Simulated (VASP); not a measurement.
BN, 8 atoms in the cell. The structure is trigonal, space group P-3m1 (No. 164). Conventional cell: a = 2.504 Å, b = 2.504 Å, c = 13.822 Å, α = 90.00°, β = 90.00°, γ = 120.00°. B (site symmetry 3m) has 3 N at 1.45 Å within 1.9 Å. Within 1.9 Å of B (site symmetry 3m) lie 3 N at 1.45 Å. Within 1.9 Å of N (site symmetry 3m) lie 3 B at 1.45 Å. N (site symmetry 3m) has 3 B at 1.45 Å within 1.9 Å.  This cell differs from its parent crystal: the distance across one plane changed.

- Program: VASP 6.6.1
- Task: single point
- Functional: PBE
- Dispersion: D3(BJ)
- Potentials or basis: VASP PAW PBE potentials, release 64 (B, N)
- Cutoff: 520 eV
- k mesh: 10 × 10 × 2
- Occupations: gaussian, width 0.05 eV
- Spin: no spin polarisation
- Dipole correction: no
- Further INCAR settings: ALGO = Normal; EDIFF = 1e-07; NBANDS = 26

Potentials or basis: VASP PAW PBE potentials, release 64 (B, N).

Launch:

```sh
$ cat potpaw_PBE.64/B/POTCAR potpaw_PBE.64/N/POTCAR > POTCAR
$ mpirun -np 1 vasp_std > vasp.out
```

Hardware: 1 thread of Intel Xeon 8259CL (shared host).

**Question.** How long does it take, and how much memory?

**Answer.** It took 110 s on 1 thread of Intel Xeon 8259CL, on a shared host, peak memory 0.22 GiB. Counts: scf iterations 16, k points 28.
